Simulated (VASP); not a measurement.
# SnO2 (Pnnm) in VASP: further runs

SnO2 is run at these levels: LDA; tasks: single point.

Everything below comes from runs of VASP 6.6.1. Logs are shortened: lines on timing, memory, paths and dates and some standing lists are left out, and cuts for length are marked.

### 1 The cell of the first run

It takes space group Pnnm (No. 58, orthorhombic). Conventional cell: a = 4.489 Å, b = 4.489 Å, c = 3.032 Å, α = 90.00°, β = 90.00°, γ = 90.00°. Within 2.5 Å of Sn (site symmetry 2/m) lie 6 O at 1.86 to 2.11 Å. O (site symmetry m) has 3 Sn at 1.86 to 2.11 Å and 1 O at 2.16 Å within 2.5 Å.

### 2 Single point, LDA (atoms shifted along a free coordinate)

Input file INCAR:

```
PREC = Accurate ; ENCUT = 520
EDIFF = 1E-6 ; ISMEAR = 0
SIGMA = 0.05 ; LREAL = F
LASPH = T ; NELM = 60
ALGO = Normal ; ISIF = 2
LWAVE = F ; LCHARG = F
NBANDS = 35
```

Input file KPOINTS:

```
Automatic mesh
0
Gamma
  6 6 8
```

Input file POSCAR:

```
SnO2
1.0
    4.4886508630      0.0000000000      0.0000000000
    0.0000000000      4.4891270938      0.0000000000
    0.0000000000      0.0000000000      3.0324378838
Sn O
2 4
Direct
    0.5000000000      0.5000000000      0.5000000000
    0.0000000000      0.0000000000      0.0000000000
    0.3059920358      0.3580673078      0.0000000000
    0.8059920358      0.1419326922      0.5000000000
    0.1940079642      0.8580673078      0.5000000000
    0.6940079642      0.6419326922      0.0000000000
```

Potentials or basis: VASP PAW LDA potentials, release 64 (Sn_d, O).

On the command line:

```console
> cat potpaw_LDA.64/Sn_d/POTCAR potpaw_LDA.64/O/POTCAR > POTCAR
> mpirun -np 1 vasp_std > vasp.out
```

OUTCAR:

```text
PREC = Accurate
   ENCUT = 520
   EDIFF = 1E-6
   ISMEAR = 0
   LREAL = F
   LASPH = T
   NELM = 60
   ISIF = 2

 ion  position               nearest neighbor table
   1  0.500  0.500  0.500-   3 1.86   6 1.86   3 1.86   6 1.86   5 2.11   4 2.11   2 3.52   2 3.52
                             2 3.52   2 3.52   2 3.52   2 3.52   2 3.52   2 3.52
   2  0.000  0.000  0.000-   4 1.86   5 1.86   4 1.86   5 1.86   3 2.11   6 2.11   1 3.52   1 3.52
                             1 3.52   1 3.52   1 3.52   1 3.52   1 3.52   1 3.52
   3  0.306  0.358  0.000-   1 1.86   1 1.86   2 2.11
   4  0.806  0.142  0.500-   2 1.86   2 1.86   1 2.11
   5  0.194  0.858  0.500-   2 1.86   2 1.86   1 2.11
   6  0.694  0.642  0.000-   1 1.86   1 1.86   2 2.11

  LATTYP: Found a simple orthorhombic cell.
 ALAT       =     3.0324378838
 B/A-ratio  =     1.4802119730
 C/A-ratio  =     1.4803690185

  Lattice vectors:

 A1 = (   0.0000000000,   0.0000000000,   3.0324378838)
 A2 = (   4.4886508630,   0.0000000000,   0.0000000000)
 A3 = (   0.0000000000,   4.4891270938,   0.0000000000)

Analysis of symmetry for initial positions (statically):
=====================================================================
 Subroutine PRICEL returns:
 Original cell was already a primitive cell.

 Routine SETGRP: Setting up the symmetry group for a
 simple orthorhombic supercell.

 Subroutine GETGRP returns: Found  8 space group operations
 (whereof  4 operations were pure point group operations)
 out of a pool of  8 trial point group operations.

The static configuration has the point symmetry C_2h.
 The point group associated with its full space group is D_2h.

Analysis of symmetry for dynamics (positions and initial velocities):
=====================================================================
 Subroutine PRICEL returns:
 Original cell was already a primitive cell.

 Routine SETGRP: Setting up the symmetry group for a
 simple orthorhombic supercell.

 Subroutine GETGRP returns: Found  8 space group operations
 (whereof  4 operations were pure point group operations)
 out of a pool of  8 trial point group operations.

The dynamic configuration has the point symmetry C_2h.
 The point group associated with its full space group is D_2h.

 Subroutine INISYM returns: Found  8 space group operations
 (whereof  4 operations are pure point group operations),
 and found     1 'primitive' translations

----------------------------------------------------------------------------------------

                                     Primitive cell

  volume of cell :      61.1040

  direct lattice vectors                    reciprocal lattice vectors
     4.488650863  0.000000000  0.000000000     0.222784090  0.000000000  0.000000000
     0.000000000  4.489127094  0.000000000     0.000000000  0.222760456  0.000000000
     0.000000000  0.000000000  3.032437884     0.000000000  0.000000000  0.329767678

  length of vectors
     4.488650863  4.489127094  3.032437884     0.222784090  0.222760456  0.329767678

  position of ions in fractional coordinates (direct lattice)
     0.500000000  0.500000000  0.500000000
     0.000000000  0.000000000  0.000000000
     0.305992036  0.358067308  0.000000000
     0.805992036  0.141932692  0.500000000
     0.194007964  0.858067308  0.500000000
     0.694007964  0.641932692  0.000000000

  ion indices of the primitive-cell ions
   primitive index   ion index
                 1           1
                 2           2
                 3           3
                 4           4
                 5           5
                 6           6

----------------------------------------------------------------------------------------

 KPOINTS: Automatic mesh

Automatic generation of k-mesh.
 Grid dimensions read from file:
 generate k-points for:    6    6    8

 Generating k-lattice:

  Cartesian coordinates                     Fractional coordinates (reciprocal lattice)
     0.037130682  0.000000000  0.000000000     0.166666667  0.000000000  0.000000000
     0.000000000  0.037126743  0.000000000     0.000000000  0.166666667  0.000000000
     0.000000000  0.000000000  0.041220960     0.000000000  0.000000000  0.125000000

  Length of vectors
     0.037130682  0.037126743  0.041220960

  Shift w.r.t. Gamma in fractional coordinates (k-lattice)
     0.000000000  0.000000000  0.000000000

 Subroutine IBZKPT returns following result:
 ===========================================

 Found     80 irreducible k-points:

 Following reciprocal coordinates:
            Coordinates               Weight
  0.000000  0.000000  0.000000      1.000000
  0.166667  0.000000  0.000000      2.000000
  0.333333  0.000000  0.000000      2.000000
  0.500000  0.000000  0.000000      1.000000
  0.000000  0.166667  0.000000      2.000000
  0.166667  0.166667  0.000000      4.000000
[... 16 lines left out ...]
  0.333333  0.166667  0.125000      8.000000
  0.500000  0.166667  0.125000      4.000000
 [... further k-points ...]
   k-points           NKPTS =     80   k-points in BZ     NKDIM =     80   number of bands    NBANDS=     35
   number of dos      NEDOS =    301   number of ions     NIONS =      6
   total plane-waves  NPLWV =  31104
   dimension x,y,z NGX =    36 NGY =   36 NGZ =   24
   dimension x,y,z NGXF=    72 NGYF=   72 NGZF=   48
   ions per type =               2   4
   NGX,Y,Z   is equivalent  to a cutoff of  13.33, 13.33, 13.16 a.u.
   NGXF,Y,Z  is equivalent  to a cutoff of  26.67, 26.66, 26.31 a.u.
 SYSTEM =  unknown system
   PREC   = accura    normal or accurate (medium, high low for compatibility)
   ISTART =      0    job   : 0-new  1-cont  2-samecut
   ICHARG =      2    charge: 1-file 2-atom 10-const
   ISPIN  =      1    spin polarized calculation?
   LNONCOLLINEAR =      F non collinear calculations
   LSORBIT =      F    spin-orbit coupling
   LASPH  =      T    aspherical Exc in radial PAW
   ENCUT  =  520.0 eV  38.22 Ry    6.18 a.u.   8.35  8.35  5.64*2*pi/ulx,y,z
   NELM   =     60;   NELMIN=  2; NELMDL= -5     # of ELM steps
   EDIFF  = 0.1E-05   stopping-criterion for ELM
   LREAL  =      F    real-space projection
   EDIFFG = 0.1E-04   stopping-criterion for IOM
   NSW    =      0    number of steps for IOM
   IBRION =     -1    ionic relax: 0-MD 1-quasi-New 2-CG
   NFREE  =      0    steps in history (QN), initial steepest desc. (CG)
   ISIF   =      2    stress and relaxation
   ISYM   =      2    0-nonsym 1-usesym 2-fastsym
   POTIM  = 0.5000    time-step for ionic-motion
   TEBEG  =    0.0;   TEEND  =   0.0 temperature during run
   PSTRESS=    0.0 pullay stress
   NELECT =      52.0000    total number of electrons
   NUPDOWN=      -1.0000    fix difference up-down
   EMIN   =  10.00;   EMAX   =-10.00  energy-range for DOS
   EFERMI =   0.00;   METHOD = LEGACY
   ISMEAR =     0;   SIGMA  =   0.05  broadening in eV -4-tet -1-fermi 0-gaus
   EFERMI_NEDOS =   21; number of points for ismear=-14 and -15
   IALGO  =     38    algorithm
   IMIX   =      4    mixing-type and parameters
     AMIX     =   0.40;   BMIX     =  1.00
     AMIX_MAG =   1.60;   BMIX_MAG =  1.00
  volume/ion in A,a.u.               =      10.18        68.73
  Fermi-wavevector in a.u.,A,eV,Ry     =   1.551384  2.931691 32.746411  2.406793
  Thomas-Fermi vector in A             =   2.655911
   LORBIT       =      0    0 simple, 1 ext, 2 COOP (PROOUT), +10 PAW based schemes
   GGA     = CA    functional components
   LHFCALC =     F    Hartree Fock is set to
   AEXX    =    0.0000 exact exchange contribution
   IVDW    =     0    specifies the selected vdW correction
   LEPSILON=     F    determine dielectric tensor
   LRPA    =     F    only Hartree local field effects (RPA)
 non-spin polarized calculation
 Gauss-broadening in eV      SIGMA  =   0.05
  energy-cutoff  :      520.00
  volume of cell :       61.10
 maximum number of plane-waves:      1671
 NGX is ok and might be reduce to    36
   NGX = 17   NGY = 17   NGZ = 11

 number of electron      52.0000011 magnetization

 Free energy of the ion-electron system (eV)
  ---------------------------------------------------
  ext. energy  EPLUGINS =         0.00000000
  ---------------------------------------------------
  free energy    TOTEN  =       -38.49869543 eV

  energy without entropy =      -38.49869543  energy(sigma->0) =      -38.49869543

 E-fermi :   8.1157     XC(G=0): -12.6035

 val. band max:        7.9092239604   @ k =   0.0000   0.5000   0.5000
 cond. band min:      11.1886795905   @ k =   0.0000   0.0000   0.0000
 fundamental gap:      3.2794556300
 Fermi energy:         8.1157407692

 k-point     1 :       0.0000    0.0000    0.0000
  band No.  band energies     occupation
      1     -13.9447      2.00000
      2     -13.7721      2.00000
      3     -11.9503      2.00000
      4     -11.9163      2.00000
      5     -11.7310      2.00000
      6     -11.5145      2.00000
[... 27 lines left out ...]
     34      21.0949      0.00000
     35      21.2286      0.00000

 k-point     2 :       0.1667    0.0000    0.0000
  band No.  band energies     occupation
      1     -13.9155      2.00000
      2     -13.7564      2.00000
      3     -11.9468      2.00000
      4     -11.9170      2.00000
      5     -11.7308      2.00000
      6     -11.5009      2.00000
[... 27 lines left out ...]
     34      21.2911      0.00000
     35      21.4921      0.00000

 k-point     3 :       0.3333    0.0000    0.0000
  band No.  band energies     occupation
      1     -13.8423      2.00000
      2     -13.7383      2.00000
      3     -11.9379      2.00000
      4     -11.9204      2.00000
      5     -11.7250      2.00000
      6     -11.5906      2.00000
[... 27 lines left out ...]
     34      21.5921      0.00000
     35      22.2126      0.00000

 k-point     4 :       0.5000    0.0000    0.0000
  band No.  band energies     occupation
      1     -13.7673      2.00000
      2     -13.7673      2.00000
      3     -11.9277      2.00000
      4     -11.9277      2.00000
      5     -11.6912      2.00000
      6     -11.6912      2.00000
[... 27 lines left out ...]
     34      21.0791      0.00000
     35      23.2449      0.00000

 k-point     5 :       0.0000    0.1667    0.0000
  band No.  band energies     occupation
      1     -13.9202      2.00000
      2     -13.7619      2.00000
      3     -11.9463      2.00000
      4     -11.9168      2.00000
      5     -11.7327      2.00000
      6     -11.5018      2.00000
[... 638 lines left out ...]
 k-point    22 :       0.1667    0.1667    0.1250
  band No.  band energies     occupation
      1     -13.7193      2.00000
      2     -13.5131      2.00000
      3     -12.3587      2.00000
      4     -12.2991      2.00000
      5     -11.6682      2.00000
      6     -11.4762      2.00000
[... 27 lines left out ...]
     34      20.8312      0.00000
     35      22.0624      0.00000

 k-point    23 :       0.3333    0.1667    0.1250
  band No.  band energies     occupation
      1     -13.6604      2.00000
      2     -13.5222      2.00000
      3     -12.3863      2.00000
      4     -12.3237      2.00000
      5     -11.6381      2.00000
      6     -11.5239      2.00000
[... 27 lines left out ...]
     34      21.3381      0.00000
     35      21.9407      0.00000

 k-point    24 :       0.5000    0.1667    0.1250
  band No.  band energies     occupation
      1     -13.5803      2.00000
      2     -13.5803      2.00000
      3     -12.3665      2.00000
      4     -12.3665      2.00000
      5     -11.5889      2.00000
      6     -11.5889      2.00000
[... 27 lines left out ...]
     34      20.9059      0.00000
     35      22.4607      0.00000

 [... further k-points ...]

------------------------ aborting loop because EDIFF is reached ----------------------------------------

  FORCE on cell =-STRESS in cart. coord.  units (eV):
  Direction    XX          YY          ZZ          XY          YZ          ZX
  --------------------------------------------------------------------------------------
  -------------------------------------------------------------------------------------
  Total       23.0580228     14.5009188     38.6208433      0.0000000      0.0000000      0.0000000
  in kB      604.5928484    380.2213180   1012.6577581      0.0000000      0.0000000      0.0000000
  external PRESSURE =     665.8239748 kB  Pullay stress =       0.0000000 kB

 VOLUME and BASIS-vectors are now :
 -----------------------------------------------------------------------------
  energy-cutoff  :      520.00
  volume of cell :       61.10
      direct lattice vectors                 reciprocal lattice vectors
     4.488650863  0.000000000  0.000000000     0.222784090  0.000000000  0.000000000
     0.000000000  4.489127094  0.000000000     0.000000000  0.222760456  0.000000000
     0.000000000  0.000000000  3.032437884     0.000000000  0.000000000  0.329767678

 POSITION                                       TOTAL-FORCE (eV/Angst)
 -----------------------------------------------------------------------------------
      2.24433      2.24456      1.51622         0.000000      0.000000      0.000000
      0.00000      0.00000      0.00000         0.000000      0.000000      0.000000
      1.37349      1.60741      0.00000        -5.788155     -4.535504      0.000000
      3.61782      0.63715      1.51622        -5.788155      4.535504      0.000000
      0.87083      3.85197      1.51622         5.788155     -4.535504     -0.000000
      3.11516      2.88172      0.00000         5.788155      4.535504     -0.000000
 -----------------------------------------------------------------------------------
    total drift:                                0.000000     -0.000000      0.000000

  FREE ENERGIE OF THE ION-ELECTRON SYSTEM (eV)
  ---------------------------------------------------
  free  energy   TOTEN  =       -38.4986954347 eV

  energy  without entropy=      -38.4986954347  energy(sigma->0) =      -38.49869543
```

It took 58 s on 1 thread of Intel Xeon 6975P-C (Granite Rapids), shared host; peak memory 0.24 GiB.

What came out:

| Quantity | Value |
| --- | --- |
| Free energy | -38.4987 eV |
| Pressure | 66.6 GPa |
| Largest force | 7.353 eV/Å |
| Band gap on the k mesh | 3.28 eV (least direct gap 3.42 eV) |

Forces on the atoms (eV/Å):
```
Sn   0.000  0.000  0.000
Sn   0.000  0.000  0.000
O   -5.788 -4.536  0.000
O   -5.788  4.536  0.000
O    5.788 -4.536  0.000
O    5.788  4.536  0.000
```

Stress tensor (GPa, compression positive):
```
 60.46   0.00   0.00
  0.00  38.02   0.00
  0.00   0.00 101.27
```

Caveat: the cell differs from its parent crystal (atoms shifted along a free coordinate); the cell stands under pressure; spin-orbit coupling is left out, which moves the levels of the heavy elements; forces of over 1 eV/Å act on the atoms, so gaps and moduli don't describe the material at rest. A k mesh can miss the band edges.

### 3 Single point, LDA (atoms shifted along a free coordinate)

Input file INCAR:

```
PREC     = Accurate       # precision mode
ENCUT    = 520            # plane-wave cutoff, eV
EDIFF    = 1E-6           # SCF threshold, eV
ISMEAR   = 0              # smearing method
SIGMA    = 0.05           # smearing width, eV
LREAL    = F              # projectors in reciprocal space
LASPH    = T              # aspherical terms in the spheres
NELM     = 100            # most SCF steps
ALGO     = Normal         # electronic algorithm
ISIF     = 2              # what is computed and relaxed
LWAVE    = F              # write WAVECAR
LCHARG   = F              # write CHGCAR
NBANDS   = 35             # bands
```

Input file KPOINTS:

```
regular mesh
0
Gamma
  6 6 8
```

Input file POSCAR:

```
SnO2
1.0
    4.4886508630      0.0000000000      0.0000000000
    0.0000000000      4.4891270938      0.0000000000
    0.0000000000      0.0000000000      3.0324378838
Sn O
2 4
Direct
    0.5000000000      0.5000000000      0.5000000000
    0.0000000000      0.0000000000      0.0000000000
    0.3059920358      0.2542676980      0.0000000000
    0.8059920358      0.2457323020      0.5000000000
    0.1940079642      0.7542676980      0.5000000000
    0.6940079642      0.7457323020      0.0000000000
```

Potentials or basis: VASP PAW LDA potentials, release 64 (Sn_d, O).

On the command line:

```console
> cat potpaw_LDA.64/Sn_d/POTCAR potpaw_LDA.64/O/POTCAR > POTCAR
> mpirun -np 1 vasp_std > vasp.out
```

Wall time 63 s (1 thread of Intel Xeon 6975P-C (Granite Rapids), shared host); peak memory 0.24 GiB.

It converged, with:

| Property | Result |
| --- | --- |
| Free energy | -39.3323 eV |
| Pressure | 52.2 GPa |
| Largest force | 5.668 eV/Å |
| Band gap on the k mesh | 2.90 eV |

Forces in eV/Å, atoms in the order of the input:
```
Sn   0.000  0.000  0.000
Sn   0.000  0.000  0.000
O    4.235  3.768  0.000
O    4.235 -3.768  0.000
O   -4.235  3.768  0.000
O   -4.235 -3.768  0.000
```

Stress tensor (GPa, compression positive):
```
71.79  0.00  0.00
 0.00 50.55  0.00
 0.00  0.00 34.23
```

Levels at points of the mesh, in eV from the valence-band top:
```
           k point  band 24  band 25  band 26  band 27  band 28  band 29
(0.00, 0.00, 0.00)    -0.69    -0.68     0.00     2.90     6.83     6.91
(0.50, 0.00, 0.00)    -1.05    -0.44    -0.44     6.30     6.30     8.95
(0.00, 0.50, 0.00)    -1.05    -0.34    -0.34     6.11     6.11     7.94
(0.50, 0.50, 0.00)    -1.20    -0.74    -0.74     7.34     7.34     8.72
(0.00, 0.00, 0.50)    -2.03    -1.21    -1.21     7.69     7.69    10.19
(0.50, 0.00, 0.50)    -1.53    -0.11    -0.11     8.14     8.14     8.43
(0.00, 0.50, 0.50)    -0.95    -0.64    -0.64     8.31     8.31     8.37
(0.50, 0.50, 0.50)    -0.77    -0.66    -0.66     5.10     5.10    10.09
```

Caveat: the cell differs from its parent crystal (atoms shifted along a free coordinate); the cell stands under pressure; spin-orbit coupling is left out, which moves the levels of the heavy elements; forces of over 1 eV/Å act on the atoms, so gaps and moduli don't describe the material at rest.
